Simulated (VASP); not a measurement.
# Ta3Ru (Fm-3m) in VASP: a series of runs

Ta3Ru is run at these levels: LDA; tasks: single point.

All numbers are computed with VASP 6.6.1; they aren't measurements. Logs are shortened: lines on timing, memory, paths and dates and some standing lists are left out, and cuts for length are marked.

### Step 1. The cell of the first run

Symmetry: Fm-3m, No. 225, cubic system. Conventional cell: a = 6.344 Å, b = 6.344 Å, c = 6.344 Å, α = 90.00°, β = 90.00°, γ = 90.00°. Ta (site symmetry -43m) has 10 Ta at 2.75 to 3.17 Å and 4 Ru at 2.75 Å within 3.6 Å. Ta (site symmetry m-3m) has 8 Ta at 2.75 Å and 6 Ru at 3.17 Å within 3.6 Å. Ru (site symmetry m-3m) has 14 Ta at 2.75 to 3.17 Å within 3.6 Å.

### Step 2. Single point, LDA

File INCAR:

```
SYSTEM = Ta3Ru
  PREC = Accurate
  ENCUT = 520
  EDIFF = 1E-6
  ISMEAR = 0
  SIGMA = 0.1
  LREAL = .FALSE.
  LASPH = .TRUE.
  NELM = 60
  ALGO = Fast
  ISIF = 2
  LWAVE = .FALSE.
  LCHARG = .TRUE.
  LELF = .TRUE.
  LVHAR = .TRUE.
  NBANDS = 32
```

File KPOINTS:

```
Automatic mesh
0
G
  12 12 12
  0 0 0
```

File POSCAR:

```
Ta3Ru
1.0
    0.0000000000      3.1721138539      3.1721138539
    3.1721138539      0.0000000000      3.1721138539
    3.1721138539      3.1721138539      0.0000000000
Ta Ru
3 1
Direct
    0.2500000000      0.2500000000      0.2500000000
    0.7500000000      0.7500000000      0.7500000000
    0.5000000000      0.5000000000      0.5000000000
    0.0000000000      0.0000000000      0.0000000000
```

Potentials or basis: VASP PAW LDA potentials, release 64 (Ta_pv, Ru_pv).

On the command line:

```bash
cat potpaw_LDA.64/Ta_pv/POTCAR potpaw_LDA.64/Ru_pv/POTCAR > POTCAR
mpirun -np 1 vasp_std > vasp.out
```

OUTCAR:

```text
SYSTEM = Ta3Ru
   PREC = Accurate
   ENCUT = 520
   EDIFF = 1E-6
   ISMEAR = 0
   LREAL = .FALSE.
   LASPH = .TRUE.
   NELM = 60
   ISIF = 2

 ion  position               nearest neighbor table
   1  0.250  0.250  0.250-   4 2.75   4 2.75   4 2.75   3 2.75   3 2.75   3 2.75   4 2.75   3 2.75
                             2 3.17   2 3.17   2 3.17   2 3.17   2 3.17   2 3.17
   2  0.750  0.750  0.750-   3 2.75   3 2.75   3 2.75   4 2.75   4 2.75   4 2.75   4 2.75   3 2.75
                             1 3.17   1 3.17   1 3.17   1 3.17   1 3.17   1 3.17
   3  0.500  0.500  0.500-   1 2.75   1 2.75   1 2.75   2 2.75   2 2.75   2 2.75   2 2.75   1 2.75
                             4 3.17   4 3.17   4 3.17   4 3.17   4 3.17   4 3.17
   4  0.000  0.000  0.000-   2 2.75   2 2.75   2 2.75   1 2.75   1 2.75   1 2.75   2 2.75   1 2.75
                             3 3.17   3 3.17   3 3.17   3 3.17   3 3.17   3 3.17

  LATTYP: Found a face centered cubic cell.
 ALAT       =     6.3442277078

  Lattice vectors:

 A1 = (   0.0000000000,   3.1721138539,   3.1721138539)
 A2 = (   3.1721138539,   0.0000000000,   3.1721138539)
 A3 = (   3.1721138539,   3.1721138539,   0.0000000000)

Analysis of symmetry for initial positions (statically):
=====================================================================
 Subroutine PRICEL returns:
 Original cell was already a primitive cell.

 Routine SETGRP: Setting up the symmetry group for a
 face centered cubic supercell.

 Subroutine GETGRP returns: Found 48 space group operations
 (whereof 48 operations were pure point group operations)
 out of a pool of 48 trial point group operations.

The static configuration has the point symmetry O_h .

Analysis of symmetry for dynamics (positions and initial velocities):
=====================================================================
 Subroutine PRICEL returns:
 Original cell was already a primitive cell.

 Routine SETGRP: Setting up the symmetry group for a
 face centered cubic supercell.

 Subroutine GETGRP returns: Found 48 space group operations
 (whereof 48 operations were pure point group operations)
 out of a pool of 48 trial point group operations.

The dynamic configuration has the point symmetry O_h .

 Subroutine INISYM returns: Found 48 space group operations
 (whereof 48 operations are pure point group operations),
 and found     1 'primitive' translations

----------------------------------------------------------------------------------------

[... 98 lines left out ...]
   EDIFFG = 0.1E-04   stopping-criterion for IOM
   NSW    =      0    number of steps for IOM
   IBRION =     -1    ionic relax: 0-MD 1-quasi-New 2-CG
   NFREE  =      0    steps in history (QN), initial steepest desc. (CG)
   ISIF   =      2    stress and relaxation
   ISYM   =      2    0-nonsym 1-usesym 2-fastsym
   POTIM  = 0.5000    time-step for ionic-motion
   TEBEG  =    0.0;   TEEND  =   0.0 temperature during run
   PSTRESS=    0.0 pullay stress
   NELECT =      47.0000    total number of electrons
   NUPDOWN=      -1.0000    fix difference up-down
   EMIN   =  10.00;   EMAX   =-10.00  energy-range for DOS
   EFERMI =   0.00;   METHOD = LEGACY
   ISMEAR =     0;   SIGMA  =   0.10  broadening in eV -4-tet -1-fermi 0-gaus
   EFERMI_NEDOS =   21; number of points for ismear=-14 and -15
   IALGO  =     68    algorithm
   IMIX   =      4    mixing-type and parameters
     AMIX     =   0.40;   BMIX     =  1.00
     AMIX_MAG =   1.60;   BMIX_MAG =  1.00
  volume/ion in A,a.u.               =      15.96       107.70
  Fermi-wavevector in a.u.,A,eV,Ry     =   1.478253  2.793493 29.731874  2.185231
  Thomas-Fermi vector in A             =   2.592557
   LORBIT       =      0    0 simple, 1 ext, 2 COOP (PROOUT), +10 PAW based schemes
   GGA     = CA    functional components
   LHFCALC =     F    Hartree Fock is set to
   AEXX    =    0.0000 exact exchange contribution
   IVDW    =     0    specifies the selected vdW correction
   LEPSILON=     F    determine dielectric tensor
   LRPA    =     F    only Hartree local field effects (RPA)
 non-spin polarized calculation
 RMM-DIIS sequential band-by-band and
 Gauss-broadening in eV      SIGMA  =   0.10
  energy-cutoff  :      520.00
  volume of cell :       63.84
 maximum number of plane-waves:      1759
 NGX is ok and might be reduce to    36
   NGX = 17   NGY = 17   NGZ = 17

 number of electron      47.0000001 magnetization

 Free energy of the ion-electron system (eV)
  ---------------------------------------------------
  ext. energy  EPLUGINS =         0.00000000
  ---------------------------------------------------
  free energy    TOTEN  =       -50.05899768 eV

  energy without entropy =      -50.05173832  energy(sigma->0) =      -50.05536800

 E-fermi :   7.6563     XC(G=0): -13.4296

 val. band max:        7.6520881610   @ k =   0.1667   0.0833   0.0000
 cond. band min:       7.7029159247   @ k =   0.3333   0.2500   0.0000
 fundamental gap:      0.0508277637
 Fermi energy:         7.6562607186

 k-point     1 :       0.0000    0.0000    0.0000
  band No.  band energies     occupation
      1     -34.9630      2.00000
      2     -34.9630      2.00000
      3     -34.9630      2.00000
      4     -26.3151      2.00000
      5     -26.3151      2.00000
      6     -26.3151      2.00000
[... 829 lines left out ...]
     31      11.8575      0.00000
     32      12.3166      0.00000

 [... further k-points ...]

------------------------ aborting loop because EDIFF is reached ----------------------------------------

  FORCE on cell =-STRESS in cart. coord.  units (eV):
  Direction    XX          YY          ZZ          XY          YZ          ZX
  --------------------------------------------------------------------------------------
  -------------------------------------------------------------------------------------
  Total        0.4126460      0.4126460      0.4126460      0.0000000      0.0000000     -0.0000000
  in kB       10.3564732     10.3564732     10.3564732      0.0000000      0.0000000     -0.0000000
  external PRESSURE =      10.3564732 kB  Pullay stress =       0.0000000 kB

 VOLUME and BASIS-vectors are now :
 -----------------------------------------------------------------------------
  energy-cutoff  :      520.00
  volume of cell :       63.84
      direct lattice vectors                 reciprocal lattice vectors
     0.000000000  3.172113854  3.172113854    -0.157623598  0.157623598  0.157623598
     3.172113854  0.000000000  3.172113854     0.157623598 -0.157623598  0.157623598
     3.172113854  3.172113854  0.000000000     0.157623598  0.157623598 -0.157623598

 POSITION                                       TOTAL-FORCE (eV/Angst)
 -----------------------------------------------------------------------------------
      1.58606      1.58606      1.58606         0.000000      0.000000      0.000000
      4.75817      4.75817      4.75817        -0.000000     -0.000000     -0.000000
      3.17211      3.17211      3.17211        -0.000000     -0.000000     -0.000000
      0.00000      0.00000      0.00000        -0.000000     -0.000000     -0.000000
 -----------------------------------------------------------------------------------
    total drift:                                0.000000      0.000000      0.000000

  FREE ENERGIE OF THE ION-ELECTRON SYSTEM (eV)
  ---------------------------------------------------
  free  energy   TOTEN  =       -50.0589976816 eV

  energy  without entropy=      -50.0517383153  energy(sigma->0) =      -50.05536800
```

OSZICAR:

```text
N       E                     dE             d eps       ncg     rms          rms(c)
DAV:   1     0.482583591929E+03    0.48258E+03   -0.25884E+04  4608   0.154E+03
DAV:   2    -0.339731397560E+02   -0.51656E+03   -0.49778E+03  5112   0.475E+02
DAV:   3    -0.521246496135E+02   -0.18152E+02   -0.17515E+02  5816   0.855E+01
DAV:   4    -0.524403778608E+02   -0.31573E+00   -0.31479E+00  5368   0.105E+01
DAV:   5    -0.524481026101E+02   -0.77247E-02   -0.77227E-02  5896   0.146E+00    0.301E+01
RMM:   6    -0.512954655255E+02    0.11526E+01   -0.71381E+00  4870   0.144E+01    0.142E+01
RMM:   7    -0.506326431898E+02    0.66282E+00   -0.31995E+00  4745   0.938E+00    0.110E+01
RMM:   8    -0.500498255552E+02    0.58282E+00   -0.15370E+00  4907   0.719E+00    0.161E+00
RMM:   9    -0.500606185304E+02   -0.10793E-01   -0.20697E-01  5876   0.178E+00    0.821E-01
RMM:  10    -0.500585479100E+02    0.20706E-02   -0.27954E-02  5729   0.903E-01    0.269E-01
RMM:  11    -0.500589360695E+02   -0.38816E-03   -0.49260E-03  6075   0.284E-01    0.883E-02
RMM:  12    -0.500590070476E+02   -0.70978E-04   -0.97346E-04  6337   0.127E-01    0.553E-02
RMM:  13    -0.500589933495E+02    0.13698E-04   -0.16130E-04  5731   0.640E-02    0.759E-03
RMM:  14    -0.500589970808E+02   -0.37313E-05   -0.41328E-05  6141   0.269E-02    0.742E-03
RMM:  15    -0.500589976816E+02   -0.60076E-06   -0.72303E-06  4727   0.111E-02
   1 F= -.50058998E+02 E0= -.50055368E+02  d E =-.725937E-02
```

stdout:

```text
POSCAR found type information on POSCAR TaRu
 POSCAR found :  2 types and       4 ions
 scaLAPACK will be used
 LDA part: xc-table for (Slater(with rela. corr.)+CA(PZ))
 , standard interpolation
 POSCAR, INCAR and KPOINTS ok, starting setup
 FFT: planning ... GRIDC
 FFT: planning ... GRID_SOFT
 FFT: planning ... GRID
 WAVECAR not read
 entering main loop
WARNING in EDDRMM: call to ZHEGV failed, returncode =   8  4     31
```

Wall time 2.8 min (1 thread of Intel Xeon Platinum 8259CL at 2.50GHz (Skylake/Cascade Lake), shared host); peak memory 0.26 GiB.

What came out:

```yaml
Free_energy: -50.0590 eV
Pressure: 1.0 GPa
```

Levels at points of the mesh, in eV from the Fermi level:
```csv
k point,band 20,band 21,band 22,band 23,band 24,band 25,band 26,band 27,band 28,band 29
"(0.00, 0.00, 0.00)",-1.89,-1.89,-0.21,-0.21,-0.21,1.02,1.02,4.68,4.68,5.20
"(0.50, 0.00, 0.00)",-2.39,-2.39,-2.00,-1.58,-1.58,1.76,1.76,2.77,2.77,3.34
"(0.50, 0.50, 0.00)",-1.65,-0.25,-0.25,0.41,0.80,0.80,0.95,1.82,1.82,2.87
```

Caveat: spin-orbit coupling is left out, which moves the levels of the heavy elements.

### Step 3. Single point, LDA

File INCAR:

```
PREC     = Accurate       # precision mode
ENCUT    = 500            # plane-wave cutoff, eV
EDIFF    = 1E-6           # SCF threshold, eV
ISMEAR   = 0              # smearing method
SIGMA    = 0.1            # smearing width, eV
LREAL    = F              # projectors in reciprocal space
LASPH    = T              # aspherical terms in the spheres
NELM     = 120            # most SCF steps
ALGO     = Normal         # electronic algorithm
ISIF     = 2              # what is computed and relaxed
LWAVE    = F              # write WAVECAR
LCHARG   = T              # write CHGCAR
LELF     = T              # ELF
LVHAR    = T            
NBANDS   = 32             # bands
GGA_COMPAT= F
```

File KPOINTS:

```
regular mesh
0
Gamma
  6 6 6
```

File POSCAR:

```
Ta3Ru
1.0
    0.0000000000      3.1706179709      3.1706179709
    3.1706179709      0.0000000000      3.1706179709
    3.1706179709      3.1706179709      0.0000000000
Ta Ru
3 1
Direct
    0.2500000000      0.2500000000      0.2500000000
    0.7500000000      0.7500000000      0.7500000000
    0.5000000000      0.5000000000      0.5000000000
    0.0000000000      0.0000000000      0.0000000000
```

Potentials or basis: VASP PAW LDA potentials, release 64 (Ta_pv, Ru_pv).

On the command line:

```bash
cat potpaw_LDA.64/Ta_pv/POTCAR potpaw_LDA.64/Ru_pv/POTCAR > POTCAR
mpirun -np 1 vasp_std > vasp.out
```

It took 33 s on 1 thread of Intel Xeon 6975P-C, shared host; peak memory 0.18 GiB.

It converged, with:

```
Free energy : -50.0618 eV
Pressure    : 1.2 GPa
```

Levels at points of the mesh, in eV from the Fermi level:
```csv
k point,band 21,band 22,band 23,band 24,band 25,band 26,band 27,band 28
"(0.00, 0.00, 0.00)",-1.90,-0.21,-0.21,-0.21,1.02,1.02,4.69,4.69
"(0.50, 0.00, 0.00)",-2.40,-2.00,-1.59,-1.59,1.76,1.76,2.77,2.77
"(0.50, 0.50, 0.00)",-0.26,-0.26,0.41,0.79,0.79,0.95,1.83,1.83
```

Caveat: spin-orbit coupling is left out, which moves the levels of the heavy elements.

### Step 4. Single point, LDA

This run uses another cell than the first one, of 16.67 Å³/atom, 1.044 times its volume.

File INCAR:

```
PREC     = Accurate       # precision mode
ENCUT    = 500            # plane-wave cutoff, eV
EDIFF    = 1E-6           # SCF threshold, eV
ISMEAR   = 0              # smearing method
SIGMA    = 0.1            # smearing width, eV
LREAL    = False          # projectors in reciprocal space
LASPH    = True           # aspherical terms in the spheres
NELM     = 120            # most SCF steps
ALGO     = Normal         # electronic algorithm
ISIF     = 2              # what is computed and relaxed
LWAVE    = False          # write WAVECAR
LCHARG   = False          # write CHGCAR
GGA      = CA             # functional
NBANDS   = 32             # bands
GGA_COMPAT= False
```

KPOINTS is that of step 3.

File POSCAR:

```
Ta3Ru
1.0
    0.0000000000      3.2182866100      3.2182866100
    3.2182866100      0.0000000000      3.2182866100
    3.2182866100      3.2182866100      0.0000000000
Ta Ru
3 1
Direct
    0.2500000000      0.2500000000      0.2500000000
    0.7500000000      0.7500000000      0.7500000000
    0.5000000000      0.5000000000      0.5000000000
    0.0000000000      0.0000000000      0.0000000000
```

On the command line:

```bash
cat potpaw_LDA.64/Ta_pv/POTCAR potpaw_LDA.64/Ru_pv/POTCAR > POTCAR
mpirun -np 1 vasp_std > vasp.out
```

Run time: 38 s. Hardware: 1 thread of Intel Xeon 6975P-C, shared host; peak memory 0.18 GiB.

Results (log left out):

| Property | Result |
| --- | --- |
| Free energy | -49.9829 eV |
| Pressure | -9.5 GPa |

Levels at points of the mesh, in eV from the Fermi level:
| k point | band 22 | band 23 | band 24 | band 25 | band 26 | band 27 |
| --- | --- | --- | --- | --- | --- | --- |
| (0.00, 0.00, 0.00) | -0.18 | -0.18 | -0.18 | 0.95 | 0.95 | 4.49 |
| (0.50, 0.00, 0.00) | -1.89 | -1.47 | -1.47 | 1.66 | 1.66 | 2.63 |
| (0.50, 0.50, 0.00) | -0.23 | 0.39 | 0.78 | 0.78 | 0.83 | 1.63 |

Caveat: spin-orbit coupling is left out, which moves the levels of the heavy elements.

### Step 5. The runs side by side

| cell | k mesh | cutoff (eV) | gap on the mesh (eV) | pressure (GPa) |
| --- | --- | --- | --- | --- |
| a = 4.486 Å, angles 60.0°, 4 atoms | 12 × 12 × 12 | 520 | none | 1.0 |
| a = 4.484 Å, angles 60.0°, 4 atoms | 6 × 6 × 6 | 500 | none | 1.2 |
| a = 4.551 Å, angles 60.0°, 4 atoms | 6 × 6 × 6 | 500 | none | -9.5 |

Alike in all rows: task single point; level LDA; potentials or basis VASP PAW LDA potentials, release 64 (Ta_pv, Ru_pv); no spin polarisation; smearing gaussian 0.1 eV.

Caveats: spin-orbit coupling is left out, which moves the levels of the heavy elements.

Total energies depend on the potentials used, so only differences within one code and one set of settings carry meaning.
